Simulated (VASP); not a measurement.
The system is C.

```
C
1.0
     1.22803    0.70900    3.34701
    -1.22803    0.70900    3.34701
     0.00000   -1.41800    3.34701
C
2
Cartesian
  0.0000 0.0000 8.3943
  0.0000 0.0000 1.6467
```

Base run:

* Program: VASP 6.6.1
* Functional: BLYP
* Potentials or basis: VASP PAW PBE potentials, release 64 (C)
* Cutoff: 600 eV
* k mesh: 14 × 14 × 14
* Occupations: methfessel-paxton, width 0.05 eV
* Spin: no spin polarisation

Its results: band gap on the k mesh 0.56 eV, direct; pressure 7.0 GPa; largest force 0.876 eV/Å.

Problem. The run is repeated on the same cell with these changes: functional from BLYP to PBEsol. What comes out?

Solution. Band gap on the k mesh 0.55 eV, direct; pressure 1.4 GPa; largest force 0.871 eV/Å.

PBEsol binds more tightly than BLYP, so the same cell stands under less pressure.

Caveats: the PAW data sets were made with another functional, which shifts forces and pressure a little.

A k mesh can miss the band edges.
